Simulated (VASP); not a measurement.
# Al2InSb3 (P3m1) in VASP: single point with r2SCAN

Aim: the single point of Al2InSb3 with r2SCAN.

Everything below comes from runs of VASP 6.6.1. Logs are shortened: lines on timing, memory, paths and dates and some standing lists are left out, and cuts for length are marked.

### Step 1. The cell of the first run

It takes space group P3m1 (No. 156, trigonal). The conventional cell has a = 4.481 Å, b = 4.481 Å, c = 22.174 Å, α = 90.00°, β = 90.00°, γ = 120.00°. Al (site symmetry 3m) has 4 Sb at 2.71 to 2.73 Å within 3.6 Å. Al (site symmetry 3m) has 4 Sb at 2.70 to 2.72 Å within 3.6 Å. Al (site symmetry 3m) has 4 Sb at 2.71 to 2.73 Å within 3.6 Å. Within 3.6 Å of Al (site symmetry 3m) lie 4 Sb at 2.70 to 2.73 Å. Within 3.7 Å of In (site symmetry 3m) lie 4 Sb at 2.81 to 2.87 Å. Within 3.7 Å of In (site symmetry 3m) lie 4 Sb at 2.81 to 2.87 Å. Within 3.6 Å of Sb (site symmetry 3m) lie 3 Al at 2.73 Å and 1 In at 2.87 Å. Within 3.6 Å of Sb (site symmetry 3m) lie 4 Al at 2.71 to 2.73 Å.

### Step 2. Single point, r2SCAN

The input, POSCAR:

```
Al2InSb3
1.0
    4.4806174540     -0.0000000289      0.0000000000
   -2.2403087020      3.8803285543      0.0000000000
    0.0000000000      0.0000000000     22.1742448000
Al In Sb
4 2 6
Direct
    0.0000000000      0.0000000000      0.5001110000
    0.6666666667      0.3333333333      0.9997310000
    0.6666666667      0.3333333333      0.3384050000
    0.6666666667      0.3333333333      0.6614260000
    0.0000000000      0.0000000000      0.1703830000
    0.0000000000      0.0000000000      0.8319460000
    0.0000000000      0.0000000000      0.2996090000
    0.0000000000      0.0000000000      0.6223290000
    0.0000000000      0.0000000000      0.9611880000
    0.6666666667      0.3333333333      0.1213840000
    0.6666666667      0.3333333333      0.4607150000
    0.6666666667      0.3333333333      0.7829720000
```

The input, INCAR.step1:

```
  PREC = Accurate
  ENCUT = 520
  ISMEAR = 0
  SIGMA = 0.02
  LREAL = False
  LASPH = True
  NELM = 60
  NBANDS = 46
  GGA = PE
  ALGO = Normal
  EDIFF = 1E-4
  LWAVE = True
  LCHARG = False
```

The input, INCAR.step2:

```
  PREC = Accurate
  ENCUT = 520
  EDIFF = 1E-6
  ISMEAR = 0
  SIGMA = 0.02
  LREAL = False
  LASPH = True
  NELM = 60
  ALGO = Normal
  ISIF = 2
  LWAVE = False
  LCHARG = True
  METAGGA = R2SCAN
  LMIXTAU = True
  LELF = True
  LVHAR = True
  NBANDS = 46
  ISTART = 1
```

The input, KPOINTS:

```
regular mesh
0
Gamma
  12 12 2
```

Potentials or basis: VASP PAW PBE potentials, release 64 (Al, In_d, Sb).

Launch:

```bash
$ cat potpaw_PBE.64/Al/POTCAR potpaw_PBE.64/In_d/POTCAR potpaw_PBE.64/Sb/POTCAR > POTCAR
$ cp INCAR.step1 INCAR
$ mpirun -np 1 vasp_std > vasp.out
$ cp INCAR.step2 INCAR
$ mpirun -np 1 vasp_std > vasp.out
```

OUTCAR:

```text
PREC = Accurate
   ENCUT = 520
   EDIFF = 1E-6
   ISMEAR = 0
   LREAL = False
   LASPH = True
   NELM = 60
   ISIF = 2
   METAGGA = R2SCAN
   ISTART = 1

 ion  position               nearest neighbor table
   1  0.000  0.000  0.500-   8 2.71  11 2.73  11 2.73  11 2.73
   2  0.667  0.333  1.000-  10 2.70   9 2.72   9 2.72   9 2.72
   3  0.667  0.333  0.338-  11 2.71   7 2.73   7 2.73   7 2.73
   4  0.667  0.333  0.661-  12 2.70   8 2.73   8 2.73   8 2.73
   5  0.000  0.000  0.170-  10 2.81  10 2.81  10 2.81   7 2.87
   6  0.000  0.000  0.832-  12 2.81  12 2.81  12 2.81   9 2.87
   7  0.000  0.000  0.300-   3 2.73   3 2.73   3 2.73   5 2.87
   8  0.000  0.000  0.622-   1 2.71   4 2.73   4 2.73   4 2.73
   9  0.000  0.000  0.961-   2 2.72   2 2.72   2 2.72   6 2.87
  10  0.667  0.333  0.121-   2 2.70   5 2.81   5 2.81   5 2.81
  11  0.667  0.333  0.461-   3 2.71   1 2.73   1 2.73   1 2.73
  12  0.667  0.333  0.783-   4 2.70   6 2.81   6 2.81   6 2.81

  LATTYP: Found a hexagonal cell.
 ALAT       =     4.4806174540
 C/A-ratio  =     4.9489261308

  Lattice vectors:

 A1 = (   4.4806174540,  -0.0000000289,   0.0000000000)
 A2 = (  -2.2403087020,   3.8803285543,   0.0000000000)
 A3 = (   0.0000000000,   0.0000000000,  22.1742448000)

Analysis of symmetry for initial positions (statically):
=====================================================================
 Subroutine PRICEL returns:
 Original cell was already a primitive cell.

 Routine SETGRP: Setting up the symmetry group for a
 hexagonal supercell.

 Subroutine GETGRP returns: Found  6 space group operations
 (whereof  6 operations were pure point group operations)
 out of a pool of 24 trial point group operations.

The static configuration has the point symmetry C_3v.

Analysis of symmetry for dynamics (positions and initial velocities):
=====================================================================
 Subroutine PRICEL returns:
 Original cell was already a primitive cell.

 Routine SETGRP: Setting up the symmetry group for a
 hexagonal supercell.

 Subroutine GETGRP returns: Found  6 space group operations
 (whereof  6 operations were pure point group operations)
 out of a pool of 24 trial point group operations.

The dynamic configuration has the point symmetry C_3v.

 Subroutine INISYM returns: Found  6 space group operations
 (whereof  6 operations are pure point group operations),
 and found     1 'primitive' translations

----------------------------------------------------------------------------------------

                                     Primitive cell

  volume of cell :     385.5274

  direct lattice vectors                    reciprocal lattice vectors
     4.480617454 -0.000000029  0.000000000     0.223183526  0.128855067  0.000000000
    -2.240308702  3.880328554  0.000000000     0.000000002  0.257710137  0.000000000
     0.000000000  0.000000000 22.174244800     0.000000000  0.000000000  0.045097364

  length of vectors
     4.480617454  4.480617454 22.174244800     0.257710137  0.257710137  0.045097364

  position of ions in fractional coordinates (direct lattice)
     0.000000000  0.000000000  0.500111000
     0.666666667  0.333333333  0.999731000
     0.666666667  0.333333333  0.338405000
     0.666666667  0.333333333  0.661426000
     0.000000000  0.000000000  0.170383000
     0.000000000  0.000000000  0.831946000
     0.000000000  0.000000000  0.299609000
     0.000000000  0.000000000  0.622329000
     0.000000000  0.000000000  0.961188000
     0.666666667  0.333333333  0.121384000
     0.666666667  0.333333333  0.460715000
     0.666666667  0.333333333  0.782972000

  ion indices of the primitive-cell ions
   primitive index   ion index
                 1           1
                 2           2
                 3           3
                 4           4
                 5           5
                 6           6
                 7           7
                 8           8
                 9           9
                10          10
                11          11
                12          12

----------------------------------------------------------------------------------------

 KPOINTS: regular mesh

Automatic generation of k-mesh.
 Grid dimensions read from file:
 generate k-points for:   12   12    2

 Generating k-lattice:

  Cartesian coordinates                     Fractional coordinates (reciprocal lattice)
     0.018598627  0.010737922  0.000000000     0.083333333  0.000000000  0.000000000
     0.000000000  0.021475845  0.000000000    -0.000000000  0.083333333  0.000000000
     0.000000000  0.000000000  0.022548682     0.000000000  0.000000000  0.500000000

  Length of vectors
     0.021475845  0.021475845  0.022548682

  Shift w.r.t. Gamma in fractional coordinates (k-lattice)
     0.000000000  0.000000000  0.000000000

 Subroutine IBZKPT returns following result:
 ===========================================

 Found     38 irreducible k-points:

 Following reciprocal coordinates:
            Coordinates               Weight
  0.000000  0.000000  0.000000      1.000000
  0.083333 -0.000000  0.000000      6.000000
  0.166667  0.000000  0.000000      6.000000
  0.250000  0.000000  0.000000      6.000000
  0.333333  0.000000  0.000000      6.000000
  0.416667  0.000000  0.000000      6.000000
[... 16 lines left out ...]
  0.250000  0.000000  0.500000      6.000000
  0.333333  0.000000  0.500000      6.000000
 [... further k-points ...]
   k-points           NKPTS =     38   k-points in BZ     NKDIM =     38   number of bands    NBANDS=     46
   number of dos      NEDOS =    301   number of ions     NIONS =     12
   total plane-waves  NPLWV = 217728
   dimension x,y,z NGX =    36 NGY =   36 NGZ =  168
   dimension x,y,z NGXF=    72 NGYF=   72 NGZF=  336
   ions per type =               4   2   6
   NGX,Y,Z   is equivalent  to a cutoff of  13.36, 13.36, 12.60 a.u.
   NGXF,Y,Z  is equivalent  to a cutoff of  26.71, 26.71, 25.19 a.u.
 SYSTEM =  unknown system
   PREC   = accura    normal or accurate (medium, high low for compatibility)
   ISTART =      1    job   : 0-new  1-cont  2-samecut
   ICHARG =      0    charge: 1-file 2-atom 10-const
   ISPIN  =      1    spin polarized calculation?
   LNONCOLLINEAR =      F non collinear calculations
   LSORBIT =      F    spin-orbit coupling
   LASPH  =      T    aspherical Exc in radial PAW
   ENCUT  =  520.0 eV  38.22 Ry    6.18 a.u.   8.33  8.33 41.23*2*pi/ulx,y,z
   NELM   =     60;   NELMIN=  2; NELMDL=  0     # of ELM steps
   EDIFF  = 0.1E-05   stopping-criterion for ELM
   LREAL  =      F    real-space projection
   EDIFFG = 0.1E-04   stopping-criterion for IOM
   NSW    =      0    number of steps for IOM
   IBRION =     -1    ionic relax: 0-MD 1-quasi-New 2-CG
   NFREE  =      0    steps in history (QN), initial steepest desc. (CG)
   ISIF   =      2    stress and relaxation
   ISYM   =      2    0-nonsym 1-usesym 2-fastsym
   POTIM  = 0.5000    time-step for ionic-motion
   TEBEG  =    0.0;   TEEND  =   0.0 temperature during run
   PSTRESS=    0.0 pullay stress
   NELECT =      68.0000    total number of electrons
   NUPDOWN=      -1.0000    fix difference up-down
   EMIN   =  10.00;   EMAX   =-10.00  energy-range for DOS
   EFERMI =   0.00;   METHOD = LEGACY
   ISMEAR =     0;   SIGMA  =   0.02  broadening in eV -4-tet -1-fermi 0-gaus
   EFERMI_NEDOS =   21; number of points for ismear=-14 and -15
   IALGO  =     38    algorithm
   IMIX   =      4    mixing-type and parameters
     AMIX     =   0.40;   BMIX     =  1.00
     AMIX_MAG =   1.60;   BMIX_MAG =  1.00
  volume/ion in A,a.u.               =      32.13       216.81
  Fermi-wavevector in a.u.,A,eV,Ry     =   0.918106  1.734968 11.468599  0.842918
  Thomas-Fermi vector in A             =   2.043150
   LORBIT       =      0    0 simple, 1 ext, 2 COOP (PROOUT), +10 PAW based schemes
   METAGGA = R2SCAN    functional components
   LHFCALC =     F    Hartree Fock is set to
   AEXX    =    0.0000 exact exchange contribution
   IVDW    =     0    specifies the selected vdW correction
   LEPSILON=     F    determine dielectric tensor
   LRPA    =     F    only Hartree local field effects (RPA)
 non-spin polarized calculation
 Gauss-broadening in eV      SIGMA  =   0.02
  energy-cutoff  :      520.00
  volume of cell :      385.53
 maximum number of plane-waves:     10430
 NGX is ok and might be reduce to    36
   NGX = 17   NGY = 17   NGZ = 83

 number of electron      68.0000000 magnetization

 Free energy of the ion-electron system (eV)
  ---------------------------------------------------
  ext. energy  EPLUGINS =         0.00000000
  ---------------------------------------------------
  free energy    TOTEN  =      -229.00730610 eV

  energy without entropy =     -229.00730610  energy(sigma->0) =     -229.00730610

 E-fermi :   4.6444     XC(G=0):  -8.9384

 val. band max:        4.5344248888   @ k =   0.0000   0.0000   0.0000
 cond. band min:       5.3116705741   @ k =   0.0000   0.0000   0.5000
 fundamental gap:      0.7772456853
 Fermi energy:         4.6443698258

 k-point     1 :       0.0000    0.0000    0.0000
  band No.  band energies     occupation
      1     -10.5028      2.00000
      2     -10.4947      2.00000
      3     -10.4863      2.00000
      4     -10.4863      2.00000
      5     -10.4785      2.00000
      6     -10.4785      2.00000
[... 38 lines left out ...]
     45       7.7646      0.00000
     46       7.7705      0.00000

 k-point     2 :       0.0833   -0.0000    0.0000
  band No.  band energies     occupation
      1     -10.5063      2.00000
      2     -10.4982      2.00000
      3     -10.4848      2.00000
      4     -10.4845      2.00000
      5     -10.4768      2.00000
      6     -10.4767      2.00000
[... 1070 lines left out ...]
 k-point    24 :       0.3333    0.0000    0.5000
  band No.  band energies     occupation
      1     -10.5407      2.00000
      2     -10.5329      2.00000
      3     -10.4698      2.00000
      4     -10.4685      2.00000
      5     -10.4616      2.00000
      6     -10.4606      2.00000
[... 38 lines left out ...]
     45       8.4512      0.00000
     46       8.6208      0.00000

 [... further k-points ...]
[... 5 lines left out ...]
  --------------------------------------------------------------------------------------
  -------------------------------------------------------------------------------------
  Total       -2.9911079     -2.9911079     -2.8998329      0.0000000      0.0000000     -0.0000000
  in kB      -12.4304675    -12.4304675    -12.0511461      0.0000000      0.0000000     -0.0000000
  external PRESSURE =     -12.3040270 kB  Pullay stress =       0.0000000 kB

 VOLUME and BASIS-vectors are now :
 -----------------------------------------------------------------------------
  energy-cutoff  :      520.00
  volume of cell :      385.53
      direct lattice vectors                 reciprocal lattice vectors
     4.480617454 -0.000000029  0.000000000     0.223183526  0.128855067  0.000000000
    -2.240308702  3.880328554  0.000000000     0.000000002  0.257710137  0.000000000
     0.000000000  0.000000000 22.174244800     0.000000000  0.000000000  0.045097364

 POSITION                                       TOTAL-FORCE (eV/Angst)
 -----------------------------------------------------------------------------------
      0.00000      0.00000     11.08958         0.000000     -0.000000      0.018394
      2.24031      1.29344     22.16828        -0.000000      0.000000      0.011639
      2.24031      1.29344      7.50388         0.000000     -0.000000      0.006278
      2.24031      1.29344     14.66662        -0.000000      0.000000      0.022215
      0.00000      0.00000      3.77811         0.000000     -0.000000     -0.031156
      0.00000      0.00000     18.44777        -0.000000      0.000000     -0.030430
      0.00000      0.00000      6.64360         0.000000      0.000000     -0.058089
      0.00000      0.00000     13.79968         0.000000     -0.000000     -0.013028
      0.00000      0.00000     21.31362         0.000000      0.000000     -0.051734
      2.24031      1.29344      2.69160         0.000000     -0.000000      0.072337
      2.24031      1.29344     10.21601         0.000000      0.000000     -0.017066
      2.24031      1.29344     17.36181         0.000000      0.000000      0.070638
 -----------------------------------------------------------------------------------
    total drift:                                0.000001     -0.000001      0.007454

  FREE ENERGIE OF THE ION-ELECTRON SYSTEM (eV)
  ---------------------------------------------------
  free  energy   TOTEN  =      -229.0073061033 eV

  energy  without entropy=     -229.0073061033  energy(sigma->0) =     -229.00730610
```

It took 1.7 h on 1 thread of Oxide Virtual Turin-like, shared host; peak memory 0.89 GiB.

Results:

- Free energy: -229.0073 eV
- Pressure: -1.2 GPa
- Largest force: 0.072 eV/Å
- Band gap on the k mesh: 0.78 eV

Forces on the atoms (eV/Å):
```
Al   0.000  0.000  0.018
Al   0.000  0.000  0.012
Al   0.000  0.000  0.006
Al   0.000  0.000  0.022
In   0.000  0.000 -0.031
In   0.000  0.000 -0.030
Sb   0.000  0.000 -0.058
Sb   0.000  0.000 -0.013
Sb   0.000  0.000 -0.052
Sb   0.000  0.000  0.072
Sb   0.000  0.000 -0.017
Sb   0.000  0.000  0.071
```

Caveat: semilocal functionals underestimate gaps, and a narrow one can read as zero; the PAW data sets were made with another functional, which shifts forces and pressure a little; spin-orbit coupling is left out, which moves the levels of the heavy elements.
